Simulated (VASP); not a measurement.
# As (R-3m) in VASP: electric field gradients with PBE

Aim: the electric field gradients of As with PBE.

Program: VASP 6.6.1. These are calculated values, not measurements. Logs are shortened: lines on timing, memory, paths and dates and some standing lists are left out, and cuts for length are marked.

### Step 1. The cell of the first run

It takes space group R-3m (No. 166, trigonal). Conventional cell: a = 3.759 Å, b = 3.759 Å, c = 10.457 Å, α = 90.00°, β = 90.00°, γ = 120.00°. As (site symmetry 3m) has 6 As at 2.52 to 3.10 Å within 3.3 Å.

### Step 2. Electric field gradients, PBE, non-collinear spin, zero start, spin-orbit coupling

INCAR

```
SYSTEM = As
ALGO = Normal
EDIFF = 1E-8
ENCUT = 520
GGA = PE
GGA_COMPAT = .FALSE.
ISIF = 2
ISMEAR = -1
LASPH = .TRUE.
LCHARG = .FALSE.
LEFG = .TRUE.
LNONCOLLINEAR = .TRUE.
LORBIT = 11
LORBMOM = .TRUE.
LREAL = .FALSE.
LSORBIT = .TRUE.
LUSENCCL = .FALSE.
LWAVE = .FALSE.
MAGMOM = 0 0 0 0 0 0
NBANDS = 22
NELM = 150
PREC = Accurate
SIGMA = 0.05
```

KPOINTS

```
k-points
0
G
  13 13 13
  0 0 0
```

POSCAR

```
As
1.0
    1.8797494575      1.0852738553      3.4857700000
   -1.8797494575      1.0852738553      3.4857700000
    0.0000000000     -2.1705477106      3.4857700000
As
2
Direct
    0.2275400000      0.2275400000      0.2275400000
    0.7724600000      0.7724600000      0.7724600000
```

Potentials or basis: VASP PAW PBE potentials, release 64 (As).

On the command line:

```sh
cat potpaw_PBE.64/As/POTCAR > POTCAR
mpirun -np 1 vasp_ncl > vasp.out
```

OUTCAR:

```text
SYSTEM = As
   EDIFF = 1E-8
   ENCUT = 520
   GGA = PE
   ISIF = 2
   ISMEAR = -1
   LASPH = .TRUE.
   LNONCOLLINEAR = .TRUE.
   LORBIT = 11
   LREAL = .FALSE.
   LSORBIT = .TRUE.
   NELM = 150
   PREC = Accurate

 ion  position               nearest neighbor table
   1  0.228  0.228  0.228-   2 2.52   2 2.52   2 2.52
   2  0.772  0.772  0.772-   1 2.52   1 2.52   1 2.52

  LATTYP: Found a trigonal (rhomboedric) cell.
 ALAT       =     4.1063207202
 COS(alpha) =     0.5808936906

  Lattice vectors:

 A1 = (   1.8797494575,   1.0852738553,   3.4857700000)
 A2 = (  -1.8797494575,   1.0852738553,   3.4857700000)
 A3 = (   0.0000000000,  -2.1705477106,   3.4857700000)

Analysis of symmetry for initial positions (statically):
=====================================================================
 Subroutine PRICEL returns:
 Original cell was already a primitive cell.

 Routine SETGRP: Setting up the symmetry group for a
 trigonal (rhombohedral) supercell.

 Subroutine GETGRP returns: Found 12 space group operations
 (whereof 12 operations were pure point group operations)
 out of a pool of 12 trial point group operations.

The static configuration has the point symmetry D_3d.

Analysis of symmetry for dynamics (positions and initial velocities):
=====================================================================
 Subroutine PRICEL returns:
 Original cell was already a primitive cell.

 Routine SETGRP: Setting up the symmetry group for a
 trigonal (rhombohedral) supercell.

 Subroutine GETGRP returns: Found 12 space group operations
 (whereof 12 operations were pure point group operations)
 out of a pool of 12 trial point group operations.

The dynamic configuration has the point symmetry D_3d.

Analysis of structural, dynamic, and magnetic symmetry:
=====================================================================
 Subroutine PRICEL returns:
 Original cell was already a primitive cell.

 Routine SETGRP: Setting up the symmetry group for a
 trigonal (rhombohedral) supercell.

 Subroutine GETGRP returns: Found 12 space group operations
 (whereof 12 operations were pure point group operations)
 out of a pool of 12 trial point group operations.

The overall configuration has the point symmetry D_3d.

 Subroutine INISYM returns: Found 12 space group operations
 (whereof 12 operations are pure point group operations),
 and found     1 'primitive' translations

----------------------------------------------------------------------------------------

                                     Primitive cell

  volume of cell :      42.6667

  direct lattice vectors                    reciprocal lattice vectors
     1.879749457  1.085273855  3.485770000     0.265992895  0.153571070  0.095626887
    -1.879749457  1.085273855  3.485770000    -0.265992895  0.153571070  0.095626887
     0.000000000 -2.170547711  3.485770000     0.000000000 -0.307142139  0.095626887

  length of vectors
     4.106320720  4.106320720  4.106320720     0.321684310  0.321684310  0.321684310

  position of ions in fractional coordinates (direct lattice)
     0.227540000  0.227540000  0.227540000
     0.772460000  0.772460000  0.772460000

  ion indices of the primitive-cell ions
   primitive index   ion index
                 1           1
                 2           2

----------------------------------------------------------------------------------------

 KPOINTS: k-points

Automatic generation of k-mesh.
 Grid dimensions read from file:
 generate k-points for:   13   13   13

 Generating k-lattice:
[... 729 lines left out ...]
  Total        1.1476801      1.1476801      0.8430011      0.0000000      0.0000000      0.0000000
  in kB       43.0965151     43.0965151     31.6555184      0.0000000      0.0000000      0.0000000
  external PRESSURE =      39.2828495 kB  Pullay stress =       0.0000000 kB

 VOLUME and BASIS-vectors are now :
 -----------------------------------------------------------------------------
  energy-cutoff  :      520.00
  volume of cell :       42.67
      direct lattice vectors                 reciprocal lattice vectors
     1.879749457  1.085273855  3.485770000     0.265992895  0.153571070  0.095626887
    -1.879749457  1.085273855  3.485770000    -0.265992895  0.153571070  0.095626887
     0.000000000 -2.170547711  3.485770000     0.000000000 -0.307142139  0.095626887

 POSITION                                       TOTAL-FORCE (eV/Angst)
 -----------------------------------------------------------------------------------
      0.00000      0.00000      2.37946         0.000000      0.000000      0.282453
      0.00000      0.00000      8.07785         0.000000      0.000000     -0.282453
 -----------------------------------------------------------------------------------
    total drift:                               -0.000000     -0.000000     -0.000000

  FREE ENERGIE OF THE ION-ELECTRON SYSTEM (eV)
  ---------------------------------------------------
  free  energy   TOTEN  =        -9.3434868201 eV

  energy  without entropy=       -9.3425563247  energy(sigma->0) =       -9.34302157

 Electric field gradients (V/A^2)
---------------------------------------------------------------------
 ion       V_xx      V_yy      V_zz      V_xy      V_xz      V_yz
---------------------------------------------------------------------
   1      24.103    24.103   -48.206     0.000     0.000    -0.000
   2      24.103    24.103   -48.206    -0.000    -0.000    -0.000
---------------------------------------------------------------------

 Electric field gradients after diagonalization (V/A^2)
 (convention: |V_zz| > |V_xx| > |V_yy|)
----------------------------------------------------------------------
 ion       V_xx      V_yy      V_zz     asymmetry (V_yy - V_xx)/ V_zz
----------------------------------------------------------------------
   1      24.103    24.103   -48.206       0.000
   2      24.103    24.103   -48.206       0.000
----------------------------------------------------------------------

           NMR quadrupolar parameters

 Cq : quadrupolar parameter    Cq=e*Q*V_zz/h
 eta: asymmetry parameters     (V_yy - V_xx)/ V_zz
 Q  : nuclear electric quadrupole moment in mb (millibarn)
----------------------------------------------------------------------
 ion       Cq(MHz)       eta       Q (mb)
----------------------------------------------------------------------
   1      -0.117       0.000       1.000
   2      -0.117       0.000       1.000
----------------------------------------------------------------------

 orbital moment (x)

 # of ion     p       d       tot
 ----------------------------------------
  1         0.000  -0.000   0.000
  2         0.000  -0.000   0.000
 ----------------------------------------
            0.000  -0.000   0.000

 orbital moment (y)

 # of ion     p       d       tot
 ----------------------------------------
  1         0.000  -0.000  -0.000
  2         0.000  -0.000  -0.000
 ----------------------------------------
            0.000  -0.000  -0.000

 orbital moment (z)

 # of ion     p       d       tot
 ----------------------------------------
  1         0.000   0.000   0.000
  2         0.000  -0.000  -0.000
 ----------------------------------------
            0.000  -0.000  -0.000

 Spin-Orbit-Coupling matrix elements

 Ion:    1  E_soc:     -0.0261109
 l=   1
     0.0000000    -0.0044151    -0.0042152
    -0.0044151     0.0000000    -0.0044151
    -0.0042152    -0.0044151     0.0000000
 l=   2
     0.0000000    -0.0000005     0.0000000    -0.0000005    -0.0000035
    -0.0000005     0.0000000    -0.0000023    -0.0000000    -0.0000005
     0.0000000    -0.0000023     0.0000000    -0.0000023     0.0000000
    -0.0000005    -0.0000000    -0.0000023     0.0000000    -0.0000005
    -0.0000035    -0.0000005     0.0000000    -0.0000005     0.0000000
 l=   3
     0.0000000     0.0000000     0.0000000     0.0000000     0.0000000     0.0000000     0.0000000
     0.0000000     0.0000000     0.0000000     0.0000000     0.0000000     0.0000000     0.0000000
     0.0000000     0.0000000     0.0000000     0.0000000     0.0000000     0.0000000     0.0000000
     0.0000000     0.0000000     0.0000000     0.0000000     0.0000000     0.0000000     0.0000000
     0.0000000     0.0000000     0.0000000     0.0000000     0.0000000     0.0000000     0.0000000
     0.0000000     0.0000000     0.0000000     0.0000000     0.0000000     0.0000000     0.0000000
     0.0000000     0.0000000     0.0000000     0.0000000     0.0000000     0.0000000     0.0000000

 Ion:    2  E_soc:     -0.0261109
 l=   1
     0.0000000    -0.0044151    -0.0042152
    -0.0044151     0.0000000    -0.0044151
    -0.0042152    -0.0044151     0.0000000
 l=   2
     0.0000000    -0.0000005     0.0000000    -0.0000005    -0.0000035
    -0.0000005     0.0000000    -0.0000023    -0.0000000    -0.0000005
     0.0000000    -0.0000023     0.0000000    -0.0000023     0.0000000
    -0.0000005    -0.0000000    -0.0000023     0.0000000    -0.0000005
    -0.0000035    -0.0000005     0.0000000    -0.0000005     0.0000000
 l=   3
     0.0000000     0.0000000     0.0000000     0.0000000     0.0000000     0.0000000     0.0000000
     0.0000000     0.0000000     0.0000000     0.0000000     0.0000000     0.0000000     0.0000000
     0.0000000     0.0000000     0.0000000     0.0000000     0.0000000     0.0000000     0.0000000
     0.0000000     0.0000000     0.0000000     0.0000000     0.0000000     0.0000000     0.0000000
     0.0000000     0.0000000     0.0000000     0.0000000     0.0000000     0.0000000     0.0000000
     0.0000000     0.0000000     0.0000000     0.0000000     0.0000000     0.0000000     0.0000000
     0.0000000     0.0000000     0.0000000     0.0000000     0.0000000     0.0000000     0.0000000

 total charge

# of ion       s       p       d       tot
------------------------------------------
    1        1.301   1.360   0.050   2.711
    2        1.301   1.360   0.050   2.711
--------------------------------------------------
tot          2.601   2.719   0.100   5.421

 magnetization (x)

# of ion       s       p       d       tot
------------------------------------------
    1       -0.000   0.000   0.000   0.000
    2       -0.000   0.000   0.000   0.000
--------------------------------------------------
tot         -0.000   0.000   0.000   0.000

 magnetization (y)

# of ion       s       p       d       tot
------------------------------------------
    1        0.000   0.000   0.000   0.000
    2        0.000   0.000   0.000   0.000
--------------------------------------------------
tot          0.000   0.000   0.000   0.000

 magnetization (z)

# of ion       s       p       d       tot
------------------------------------------
    1        0.000   0.000   0.000   0.000
    2        0.000   0.000   0.000   0.000
--------------------------------------------------
tot          0.000   0.000   0.000   0.000
```

It took 11 min on 1 × NVIDIA H100 80GB with 1 thread of AMD EPYC 7R13 (Zen 3), shared host; peak memory 1.5 GiB.

Results:

- Free energy: -9.3435 eV
- Pressure: 3.9 GPa
- Largest force: 0.282 eV/Å
- Net moment: 0.00 μB per cell
- Largest electric field gradient by atom: As -48.2 V/Å²
- Valence electrons inside the program's atomic spheres: As 2.71

Forces in eV/Å, atoms in the order of the input:
```
As   0.000  0.000  0.282
As   0.000  0.000 -0.282
```

Moments on the atoms (μB; x, y, z):
```
As  0.00 0.00 0.00
As  0.00 0.00 0.00
```

Electric field gradients, principal values (V/Å²):
| atom | least | middle | greatest (by size) |
| --- | --- | --- | --- |
| 1 As | 24.103 | 24.103 | -48.206 |
| 2 As | 24.103 | 24.103 | -48.206 |

Caveat: the cell stands under pressure; without QUAD_EFG the Cq values of the log hold for a quadrupole moment of 1 mb, not for the nuclei.
